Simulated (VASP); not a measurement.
Runs of VASP 6.6.1 on PbSe (Clausthalite). The structure is that of space group Fm-3m (No. 225), or close to it. The cells are those of the table. 

```tsv
task	level	potentials or basis	cell	k mesh	cutoff (eV)	smearing	grid for exact exchange (PRECFOCK)	share of exact exchange	gap on the mesh (eV)	pressure (GPa)
relaxation of cell and atoms	SVWN5	VASP PAW PBE potentials, release 64 (Pb_d, Se)	relaxed from a = 4.328 Å, angles 60.0°, 2 atoms	8 × 8 × 8	600	fermi-dirac 0.05 eV	-	-	0.05	0.0
single point	BLYP+D4	VASP PAW PBE potentials, release 64 (Pb_d, Se)	a = 4.270 Å, angles 60.0°, 2 atoms	8 × 8 × 8	520	fermi-dirac 0.05 eV	-	-	0.26	4.5
single point	LDA	VASP PAW LDA potentials, release 64 (Pb_d, Se)	a = 4.240 Å, angles 60.0°, 2 atoms	8 × 8 × 8	520	fermi-dirac 0.05 eV	-	-	0.06	1.4
single point	PBE	VASP PAW PBE potentials, release 64 (Pb_d, Se)	a = 4.328 Å, angles 60.0°, 2 atoms	8 × 8 × 8	520	gaussian 0.022 eV	-	-	0.29	(a)
single point	PBE exchange alone	VASP PAW PBE potentials, release 64 (Pb_d, Se)	a = 4.328 Å, angles 60.0°, 2 atoms	8 × 8 × 8	520	fermi-dirac 0.05 eV	-	-	0.42	11.4
single point	r2SCAN-based global hybrid	VASP PAW PBE potentials, release 64 (Pb_d, Se)	a = 4.328 Å, angles 60.0°, 2 atoms	4 × 4 × 4	520	fermi-dirac 0.05 eV	Normal	0.25	1.57	(c)
single point	RPBE+D4	VASP PAW PBE potentials, release 64 (Pb_d, Se)	a = 4.328 Å, angles 60.0°, 2 atoms	8 × 8 × 8	520	fermi-dirac 0.05 eV	-	-	0.38	0.2
single point	PBEsol	VASP PAW PBE potentials, release 64 (Pb_d, Se)	a = 3.999 Å, angles 60.0°, 2 atoms	8 × 8 × 8	520	fermi-dirac 0.05 eV	-	-	(b)	20.0
```

Alike in all rows: no spin polarisation.

Estimate the missing entries.

(a) 2.4; (b) 0.80; (c) 0.8.

Caveats: some runs use coarse meshes; spin-orbit coupling is left out, which moves the levels of the heavy elements; the PAW data sets were made with another functional, which shifts forces and pressure a little (some runs).

A k mesh can miss the band edges, and the runs leave out spin-orbit coupling on Pb, Se.
